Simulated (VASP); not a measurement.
# Cr (Pm-3m) in VASP: notebook

Cr is run at these levels: PBEsol; tasks: single point, relaxation of cell and atoms.

Everything below comes from runs of VASP 6.6.1. Logs are shortened: lines on timing, memory, paths and dates and some standing lists are left out, and cuts for length are marked.

**1. The cell of the first run**

Symmetry: Pm-3m, No. 221, cubic system. The conventional cell has a = 2.309 Å, b = 2.309 Å, c = 2.309 Å, α = 90.00°, β = 90.00°, γ = 90.00°. Cr (site symmetry m-3m) has 6 Cr at 2.31 Å within 3.1 Å.

This isn't the form of Cr at room conditions, which is bcc.

**2. Single point, PBEsol, collinear spin, ferromagnetic start**

INCAR reads:

```
SYSTEM = Cr
ALGO     = Normal         ! electronic algorithm
EDIFF    = 1E-6           ! SCF threshold, eV
ENCUT    = 520            ! plane-wave cutoff, eV
GGA      = PS             ! functional
ISIF     = 2              ! what is computed and relaxed
ISMEAR   = -1             ! smearing method
ISPIN    = 2              ! spin polarisation
LASPH    = .TRUE.         ! aspherical terms in the spheres
LCHARG   = .FALSE.        ! write CHGCAR
LMAXMIX  = 4              ! l up to which the mixer works
LORBIT   = 11             ! projections on sites
LREAL    = .FALSE.        ! projectors in reciprocal space
LWAVE    = .FALSE.        ! write WAVECAR
MAGMOM   = 2              ! initial moments
NBANDS   = 16             ! bands
NELM     = 150            ! most SCF steps
PREC     = Accurate       ! precision mode
SIGMA    = 0.1            ! smearing width, eV
```

KPOINTS reads:

```
k-points
0
G
  16 16 16
  0 0 0
```

POSCAR reads:

```
Cr
1.0
    2.3094724061      0.0000000000      0.0000000000
    0.0000000000      2.3094724061      0.0000000000
    0.0000000000      0.0000000000      2.3094724061
Cr
1
Direct
    0.0000000000      0.0000000000      0.0000000000
```

Potentials or basis: VASP PAW PBE potentials, release 64 (Cr_pv).

Launch:

```console
$ cat potpaw_PBE.64/Cr_pv/POTCAR > POTCAR
$ mpirun -np 1 vasp_std > vasp.out
```

OUTCAR:

```text
SYSTEM = Cr
   EDIFF = 1E-6
   ENCUT = 520
   GGA = PS
   ISIF = 2
   ISMEAR = -1
   ISPIN = 2
   LASPH = .TRUE.
   LORBIT = 11
   LREAL = .FALSE.
   NELM = 150
   PREC = Accurate

 ion  position               nearest neighbor table
   1  0.000  0.000  0.000-

  LATTYP: Found a simple cubic cell.
 ALAT       =     2.3094724061

  Lattice vectors:

 A1 = (   2.3094724061,   0.0000000000,   0.0000000000)
 A2 = (   0.0000000000,   2.3094724061,   0.0000000000)
 A3 = (   0.0000000000,   0.0000000000,   2.3094724061)

Analysis of symmetry for initial positions (statically):
=====================================================================
 Subroutine PRICEL returns:
 Original cell was already a primitive cell.

 Routine SETGRP: Setting up the symmetry group for a
 simple cubic supercell.

 Subroutine GETGRP returns: Found 48 space group operations
 (whereof 48 operations were pure point group operations)
 out of a pool of 48 trial point group operations.

The static configuration has the point symmetry O_h .

Analysis of symmetry for dynamics (positions and initial velocities):
=====================================================================
 Subroutine PRICEL returns:
 Original cell was already a primitive cell.

 Routine SETGRP: Setting up the symmetry group for a
 simple cubic supercell.

 Subroutine GETGRP returns: Found 48 space group operations
 (whereof 48 operations were pure point group operations)
 out of a pool of 48 trial point group operations.

The dynamic configuration has the point symmetry O_h .

Analysis of structural, dynamic, and magnetic symmetry:
=====================================================================
 Subroutine PRICEL returns:
 Original cell was already a primitive cell.

 Routine SETGRP: Setting up the symmetry group for a
 simple cubic supercell.

 Subroutine GETGRP returns: Found 48 space group operations
 (whereof 48 operations were pure point group operations)
 out of a pool of 48 trial point group operations.

The overall configuration has the point symmetry O_h .

 Subroutine INISYM returns: Found 48 space group operations
 (whereof 48 operations are pure point group operations),
 and found     1 'primitive' translations

----------------------------------------------------------------------------------------

                                     Primitive cell

  volume of cell :      12.3179

  direct lattice vectors                    reciprocal lattice vectors
     2.309472406  0.000000000  0.000000000     0.432999328  0.000000000  0.000000000
     0.000000000  2.309472406  0.000000000     0.000000000  0.432999328  0.000000000
     0.000000000  0.000000000  2.309472406     0.000000000  0.000000000  0.432999328

  length of vectors
     2.309472406  2.309472406  2.309472406     0.432999328  0.432999328  0.432999328

  position of ions in fractional coordinates (direct lattice)
     0.000000000  0.000000000  0.000000000

  ion indices of the primitive-cell ions
   primitive index   ion index
                 1           1

----------------------------------------------------------------------------------------

 KPOINTS: k-points

Automatic generation of k-mesh.
 Grid dimensions read from file:
 generate k-points for:   16   16   16

 Generating k-lattice:

  Cartesian coordinates                     Fractional coordinates (reciprocal lattice)
     0.027062458  0.000000000  0.000000000     0.062500000  0.000000000  0.000000000
     0.000000000  0.027062458  0.000000000     0.000000000  0.062500000  0.000000000
     0.000000000  0.000000000  0.027062458     0.000000000  0.000000000  0.062500000

  Length of vectors
     0.027062458  0.027062458  0.027062458

  Shift w.r.t. Gamma in fractional coordinates (k-lattice)
     0.000000000  0.000000000  0.000000000

 Subroutine IBZKPT returns following result:
 ===========================================

 Found    165 irreducible k-points:

 Following reciprocal coordinates:
            Coordinates               Weight
  0.000000  0.000000  0.000000      1.000000
  0.062500  0.000000  0.000000      6.000000
  0.125000  0.000000  0.000000      6.000000
  0.187500  0.000000  0.000000      6.000000
  0.250000  0.000000  0.000000      6.000000
  0.312500  0.000000  0.000000      6.000000
[... 16 lines left out ...]
  0.437500  0.125000  0.000000     24.000000
  0.500000  0.125000  0.000000     12.000000
 [... further k-points ...]
   k-points           NKPTS =    165   k-points in BZ     NKDIM =    165   number of bands    NBANDS=     16
   number of dos      NEDOS =    301   number of ions     NIONS =      1
   total plane-waves  NPLWV =   5832
   dimension x,y,z NGX =    18 NGY =   18 NGZ =   18
   dimension x,y,z NGXF=    36 NGYF=   36 NGZF=   36
   ions per type =               1
   NGX,Y,Z   is equivalent  to a cutoff of  12.96, 12.96, 12.96 a.u.
   NGXF,Y,Z  is equivalent  to a cutoff of  25.91, 25.91, 25.91 a.u.
 SYSTEM =  Cr
   PREC   = accura    normal or accurate (medium, high low for compatibility)
   ISTART =      0    job   : 0-new  1-cont  2-samecut
   ICHARG =      2    charge: 1-file 2-atom 10-const
   ISPIN  =      2    spin polarized calculation?
   LNONCOLLINEAR =      F non collinear calculations
   LSORBIT =      F    spin-orbit coupling
   LASPH  =      T    aspherical Exc in radial PAW
   ENCUT  =  520.0 eV  38.22 Ry    6.18 a.u.   4.29  4.29  4.29*2*pi/ulx,y,z
   NELM   =    150;   NELMIN=  2; NELMDL= -5     # of ELM steps
   EDIFF  = 0.1E-05   stopping-criterion for ELM
   LREAL  =      F    real-space projection
   EDIFFG = 0.1E-04   stopping-criterion for IOM
   NSW    =      0    number of steps for IOM
   IBRION =     -1    ionic relax: 0-MD 1-quasi-New 2-CG
   NFREE  =      0    steps in history (QN), initial steepest desc. (CG)
   ISIF   =      2    stress and relaxation
   ISYM   =      2    0-nonsym 1-usesym 2-fastsym
   POTIM  = 0.5000    time-step for ionic-motion
   TEBEG  =    0.0;   TEEND  =   0.0 temperature during run
   PSTRESS=    0.0 pullay stress
   NELECT =      12.0000    total number of electrons
   NUPDOWN=      -1.0000    fix difference up-down
   EMIN   =  10.00;   EMAX   =-10.00  energy-range for DOS
   EFERMI =   0.00;   METHOD = LEGACY
   ISMEAR =    -1;   SIGMA  =   0.10  broadening in eV -4-tet -1-fermi 0-gaus
   EFERMI_NEDOS =   21; number of points for ismear=-14 and -15
   IALGO  =     38    algorithm
   IMIX   =      4    mixing-type and parameters
     AMIX     =   0.40;   BMIX     =  1.00
     AMIX_MAG =   1.60;   BMIX_MAG =  1.00
  volume/ion in A,a.u.               =      12.32        83.13
  Fermi-wavevector in a.u.,A,eV,Ry     =   1.622890  3.066818 35.834651  2.633773
  Thomas-Fermi vector in A             =   2.716430
   LORBIT       =     11    0 simple, 1 ext, 2 COOP (PROOUT), +10 PAW based schemes
   GGA     = PS    functional components
   LHFCALC =     F    Hartree Fock is set to
   AEXX    =    0.0000 exact exchange contribution
   IVDW    =     0    specifies the selected vdW correction
   LEPSILON=     F    determine dielectric tensor
   LRPA    =     F    only Hartree local field effects (RPA)
 spin polarized calculation
  energy-cutoff  :      520.00
  volume of cell :       12.32
 maximum number of plane-waves:       342
 NGX is ok and might be reduce to    18
   NGX =  9   NGY =  9   NGZ =  9

 number of electron      11.9999990 magnetization      -0.0024785

 number of electron      11.9999990 magnetization       0.0007036

 Free energy of the ion-electron system (eV)
  ---------------------------------------------------
  ext. energy  EPLUGINS =         0.00000000
  ---------------------------------------------------
  free energy    TOTEN  =        -9.20512171 eV

  energy without entropy =       -9.16299150  energy(sigma->0) =       -9.18405660

 E-fermi :   9.9882     XC(G=0): -13.3342

 val. band max:        9.9851601282   @ k =   0.4375   0.1250   0.1250
 cond. band min:       9.9893881511   @ k =   0.5000   0.4375   0.1250
 fundamental gap:      0.0042280229
 Fermi energy:         9.9882160893

 spin component 1

 k-point     1 :       0.0000    0.0000    0.0000
  band No.  band energies     occupation
      1     -32.3152      1.00000
      2     -32.3152      1.00000
      3     -32.3152      1.00000
      4       2.5010      1.00000
      5       6.6876      1.00000
      6       6.6876      1.00000
[... 8 lines left out ...]
     15      35.1646      0.00000
     16      39.2614      0.00000

 k-point     2 :       0.0625    0.0000    0.0000
  band No.  band energies     occupation
      1     -32.3617      1.00000
      2     -32.3112      1.00000
      3     -32.3112      1.00000
      4       2.6306      1.00000
      5       6.7161      1.00000
      6       6.7843      1.00000
[... 8 lines left out ...]
     15      35.9063      0.00000
     16      39.8828      0.00000

 k-point     3 :       0.1250    0.0000    0.0000
  band No.  band energies     occupation
      1     -32.4931      1.00000
      2     -32.2999      1.00000
      3     -32.2999      1.00000
      4       3.0059      1.00000
      5       6.7982      1.00000
      6       7.0658      1.00000
[... 8 lines left out ...]
     15      36.6677      0.00000
     16      41.9131      0.00000
[... 362 lines left out ...]
 k-point    23 :       0.4375    0.1250    0.0000
  band No.  band energies     occupation
      1     -33.4127      1.00000
      2     -32.3812      1.00000
      3     -32.2001      1.00000
      4       6.9256      1.00000
      5       7.7939      1.00000
      6       8.3815      1.00000
[... 8 lines left out ...]
     15      37.9383      0.00000
     16      41.4846      0.00000

 k-point    24 :       0.5000    0.1250    0.0000
  band No.  band energies     occupation
      1     -33.4547      1.00000
      2     -32.3768      1.00000
      3     -32.1961      1.00000
      4       7.2420      1.00000
      5       7.9578      1.00000
      6       8.0707      1.00000
[... 8 lines left out ...]
     15      39.3387      0.00000
     16      40.0064      0.00000

 [... further k-points ...]

 spin component 2

 k-point     1 :       0.0000    0.0000    0.0000
  band No.  band energies     occupation
      1     -32.3143      1.00000
      2     -32.3143      1.00000
      3     -32.3143      1.00000
      4       2.5012      1.00000
      5       6.6881      1.00000
      6       6.6881      1.00000
[... 8 lines left out ...]
     15      35.1651      0.00000
     16      39.2612      0.00000

 k-point     2 :       0.0625    0.0000    0.0000
  band No.  band energies     occupation
      1     -32.3608      1.00000
      2     -32.3104      1.00000
      3     -32.3104      1.00000
      4       2.6307      1.00000
      5       6.7167      1.00000
      6       6.7848      1.00000
[... 8 lines left out ...]
     15      35.9068      0.00000
     16      39.8827      0.00000

 k-point     3 :       0.1250    0.0000    0.0000
  band No.  band energies     occupation
      1     -32.4923      1.00000
      2     -32.2991      1.00000
      3     -32.2991      1.00000
      4       3.0060      1.00000
      5       6.7988      1.00000
      6       7.0664      1.00000
[... 8 lines left out ...]
     15      36.6680      0.00000
     16      41.9131      0.00000
[... 362 lines left out ...]
 k-point    23 :       0.4375    0.1250    0.0000
  band No.  band energies     occupation
      1     -33.4119      1.00000
      2     -32.3804      1.00000
      3     -32.1992      1.00000
      4       6.9259      1.00000
      5       7.7944      1.00000
      6       8.3819      1.00000
[... 8 lines left out ...]
     15      37.9385      0.00000
     16      41.4848      0.00000

 k-point    24 :       0.5000    0.1250    0.0000
  band No.  band energies     occupation
      1     -33.4539      1.00000
      2     -32.3760      1.00000
      3     -32.1953      1.00000
      4       7.2424      1.00000
      5       7.9584      1.00000
      6       8.0711      1.00000
[... 8 lines left out ...]
     15      39.3389      0.00000
     16      40.0066      0.00000

 [... further k-points ...]
[... 5 lines left out ...]
  --------------------------------------------------------------------------------------
  -------------------------------------------------------------------------------------
  Total       -0.0097996     -0.0097996     -0.0097996     -0.0000000     -0.0000000      0.0000000
  in kB       -1.2746255     -1.2746255     -1.2746255     -0.0000000     -0.0000000      0.0000000
  external PRESSURE =      -1.2746255 kB  Pullay stress =       0.0000000 kB

 VOLUME and BASIS-vectors are now :
 -----------------------------------------------------------------------------
  energy-cutoff  :      520.00
  volume of cell :       12.32
      direct lattice vectors                 reciprocal lattice vectors
     2.309472406  0.000000000  0.000000000     0.432999328  0.000000000  0.000000000
     0.000000000  2.309472406  0.000000000     0.000000000  0.432999328  0.000000000
     0.000000000  0.000000000  2.309472406     0.000000000  0.000000000  0.432999328

 POSITION                                       TOTAL-FORCE (eV/Angst)
 -----------------------------------------------------------------------------------
      0.00000      0.00000      0.00000         0.000000      0.000000      0.000000
 -----------------------------------------------------------------------------------
    total drift:                               -0.000000      0.000000      0.000000

  FREE ENERGIE OF THE ION-ELECTRON SYSTEM (eV)
  ---------------------------------------------------
  free  energy   TOTEN  =        -9.2051217065 eV

  energy  without entropy=       -9.1629915029  energy(sigma->0) =       -9.18405660

 total charge

# of ion       s       p       d       tot
------------------------------------------
    1        0.445   6.318   4.392  11.155

 magnetization (x)

# of ion       s       p       d       tot
------------------------------------------
    1        0.000   0.000   0.000   0.000
```

Run time: 23 s. Hardware: 1 thread of Intel Xeon 6975P-C (Granite Rapids), shared host; peak memory 0.15 GiB.

What came out:

```yaml
Free_energy: -9.2051 eV
Pressure: -0.1 GPa
Band_gap_on_the_k_mesh: zero (filled and empty bands overlap)
Net_moment: 0.00 μB per cell
Valence_electrons_inside_the_program's_atomic_spheres: Cr 11.15
```

Caveat: the PAW data sets were made with another functional, which shifts forces and pressure a little.

**3. Single point, PBEsol, collinear spin, ferromagnetic start**

INCAR reads:

```
PREC = Accurate ; ENCUT = 520
EDIFF = 1E-6 ; ISMEAR = -1
SIGMA = 0.1 ; LREAL = F
LASPH = T ; NELM = 150
ALGO = Normal ; ISIF = 2
LWAVE = F ; LCHARG = F
ISPIN = 2 ; MAGMOM = 2
LORBIT = 11 ; LMAXMIX = 4
GGA = PS ; NBANDS = 16
```

KPOINTS reads:

```
regular mesh
0
Gamma
  16 16 16
```

POSCAR is that of step 2.

Potentials or basis: VASP PAW PBE potentials, release 64 (Cr_pv).

Launch:

```console
$ cat potpaw_PBE.64/Cr_pv/POTCAR > POTCAR
$ mpirun -np 1 vasp_std > vasp.out
```

Wall time 24 s (1 thread of Intel Xeon 6975P-C (Granite Rapids), shared host); peak memory 0.16 GiB.

The run converged. Its results:

```yaml
Free_energy: -9.2051 eV
Pressure: -0.1 GPa
Band_gap_on_the_k_mesh: zero (filled and empty bands overlap)
Net_moment: 0.00 μB per cell
Valence_electrons_inside_the_program's_atomic_spheres: Cr 11.15
```

Levels at points of the mesh, in eV from the Fermi level:
Spin up:
| k point | band 3 | band 4 | band 5 | band 6 | band 7 | band 8 | band 9 | band 10 |
| --- | --- | --- | --- | --- | --- | --- | --- | --- |
| (0.00, 0.00, 0.00) | -42.30 | -7.49 | -3.30 | -3.30 | 2.61 | 2.61 | 2.61 | 7.56 |
| (0.50, 0.00, 0.00) | -42.20 | -3.14 | -2.49 | -0.66 | 0.53 | 0.53 | 2.80 | 7.54 |
| (0.50, 0.50, 0.00) | -42.10 | -4.79 | -1.70 | 0.98 | 0.98 | 4.00 | 6.42 | 6.42 |
| (0.50, 0.50, 0.50) | -43.14 | -3.09 | -3.09 | -3.09 | 4.12 | 4.12 | 7.56 | 11.24 |
Spin down:
| k point | band 3 | band 4 | band 5 | band 6 | band 7 | band 8 | band 9 | band 10 |
| --- | --- | --- | --- | --- | --- | --- | --- | --- |
| (0.00, 0.00, 0.00) | -42.30 | -7.49 | -3.30 | -3.30 | 2.61 | 2.61 | 2.61 | 7.56 |
| (0.50, 0.00, 0.00) | -42.20 | -3.14 | -2.49 | -0.66 | 0.53 | 0.53 | 2.80 | 7.54 |
| (0.50, 0.50, 0.00) | -42.10 | -4.79 | -1.70 | 0.98 | 0.98 | 4.01 | 6.42 | 6.42 |
| (0.50, 0.50, 0.50) | -43.13 | -3.09 | -3.09 | -3.09 | 4.12 | 4.12 | 7.56 | 11.24 |

Caveat: the PAW data sets were made with another functional, which shifts forces and pressure a little.

**4. Relaxation of cell and atoms, PBEsol, collinear spin, ferromagnetic start**

This run uses another cell than the first one, of 12.06 Å³/atom.

INCAR reads:

```
PREC = Accurate
ENCUT = 600
EDIFF = 1E-6
ISMEAR = -1
SIGMA = 0.1
LREAL = False
LASPH = True
NELM = 150
ALGO = Normal
ISIF = 3
LWAVE = False
LCHARG = False
ISPIN = 2
MAGMOM = 2
LORBIT = 11
LMAXMIX = 4
GGA = PS
IBRION = 2
NSW = 60
EDIFFG = -0.005
```

KPOINTS reads:

```
Automatic mesh
0
Gamma
  16 16 16
```

POSCAR reads:

```
Cr
1.0
    2.2935344567      0.0000000000      0.0000000000
    0.0000000000      2.2935344567      0.0000000000
    0.0000000000      0.0000000000      2.2935344567
Cr
1
Direct
    0.0000000000      0.0000000000      0.0000000000
```

Launch:

```console
$ cat potpaw_PBE.64/Cr_pv/POTCAR > POTCAR
$ mpirun -np 1 vasp_std > vasp.out
```

Run time: 37 s. Hardware: 1 thread of Intel Xeon 6975P-C (Granite Rapids), shared host; peak memory 0.16 GiB.

Results (log left out):

| Quantity | Value |
| --- | --- |
| Free energy | -9.2049 eV |
| Relaxed volume | 12.31 Å³/atom |
| Relaxed cell | a = 2.309 Å, b = 2.309 Å, c = 2.309 Å, α = 90.00°, β = 90.00°, γ = 90.00° |
| Space group after relaxing (to 0.1 Å) | Pm-3m (No. 221) |
| Energy gained by relaxing | 3.2 meV/atom |
| Ionic steps | 3 |
| Pressure after relaxing | 0.0 GPa |
| Band gap on the k mesh | zero (filled and empty bands overlap) |
| Net moment | 0.00 μB per cell |
| Valence electrons inside the program's atomic spheres | Cr 11.16 |

The path:
| step | energy change (eV) | largest force (eV/Å) | pressure (GPa) | volume (Å³) |
| --- | --- | --- | --- | --- |
| 1 | 0.0000 | 0.0000 | 4.36 | 12.06 |
| 2 | 0.0027 | 0.0000 | -5.45 | 12.65 |
| 3 | -0.0032 | 0.0000 | 0.03 | 12.31 |

Final structure:
```cif
data_structure
_symmetry_space_group_name_H-M 'P 1'
_symmetry_Int_Tables_number 1
_cell_length_a 2.3089
_cell_length_b 2.3089
_cell_length_c 2.3089
_cell_angle_alpha 90.000
_cell_angle_beta 90.000
_cell_angle_gamma 90.000
_cell_volume 12.31
loop_
_atom_site_label
_atom_site_type_symbol
_atom_site_fract_x
_atom_site_fract_y
_atom_site_fract_z
_atom_site_occupancy
Cr1 Cr 0.00000 0.00000 0.00000 1
```

Levels at points of the mesh, in eV from the Fermi level:
Spin up:
```csv
k point,band 2,band 3,band 4,band 5,band 6,band 7,band 8,band 9,band 10,band 11
"(0.00, 0.00, 0.00)",-42.30,-42.30,-7.49,-3.30,-3.30,2.61,2.61,2.61,7.56,20.07
"(0.50, 0.00, 0.00)",-42.20,-42.20,-3.14,-2.50,-0.66,0.53,0.53,2.80,7.54,7.71
"(0.50, 0.50, 0.00)",-43.29,-42.10,-4.79,-1.70,0.98,0.98,4.01,6.43,6.43,7.56
"(0.50, 0.50, 0.50)",-43.14,-43.14,-3.10,-3.10,-3.10,4.12,4.12,7.56,11.24,14.60
```
Spin down:
```tsv
k point	band 2	band 3	band 4	band 5	band 6	band 7	band 8	band 9	band 10	band 11
(0.00, 0.00, 0.00)	-42.30	-42.30	-7.49	-3.30	-3.30	2.61	2.61	2.61	7.56	20.07
(0.50, 0.00, 0.00)	-42.20	-42.20	-3.14	-2.50	-0.66	0.53	0.53	2.80	7.54	7.71
(0.50, 0.50, 0.00)	-43.29	-42.10	-4.79	-1.70	0.98	0.98	4.01	6.43	6.43	7.56
(0.50, 0.50, 0.50)	-43.14	-43.14	-3.10	-3.10	-3.10	4.12	4.12	7.56	11.24	14.60
```

Caveat: the PAW data sets were made with another functional, which shifts forces and pressure a little.
